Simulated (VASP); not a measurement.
Cu, 1 atom in the cell. The structure is cubic, space group Fm-3m (No. 225). Conventional cell: a = 3.566 Å, b = 3.566 Å, c = 3.566 Å, α = 90.00°, β = 90.00°, γ = 90.00°. Cu (site symmetry m-3m) has 12 Cu at 2.52 Å within 3.3 Å. 

| Item | Value |
| --- | --- |
| Program | VASP 6.6.1 |
| Task | single point |
| Functional | PBEsol |
| Potentials or basis | VASP PAW PBE potentials, release 64 (Cu) |
| Cutoff | 520 eV |
| k mesh | 14 × 14 × 14 |
| Occupations | fermi-dirac, width 0.1 eV |
| Spin | no spin polarisation |
| Dipole correction | no |
| Further INCAR settings | ALGO = Normal; EDIFF = 1e-06; NBANDS = 12 |

Potentials or basis: VASP PAW PBE potentials, release 64 (Cu).

The run is started by

```bash
$ cat potpaw_PBE.64/Cu/POTCAR > POTCAR
$ mpirun -np 1 vasp_std > vasp.out
```

Hardware: 1 thread of Intel(R) Xeon(R) 6975P-C (Granite Rapids), with other jobs on the host.

Q: How long does it take, and how much memory?

A: Run time: 6.4 s on 1 thread of Intel(R) Xeon(R) 6975P-C (Granite Rapids) (shared host), peak memory 0.13 GiB. Counts: scf iterations 12, k points 104.
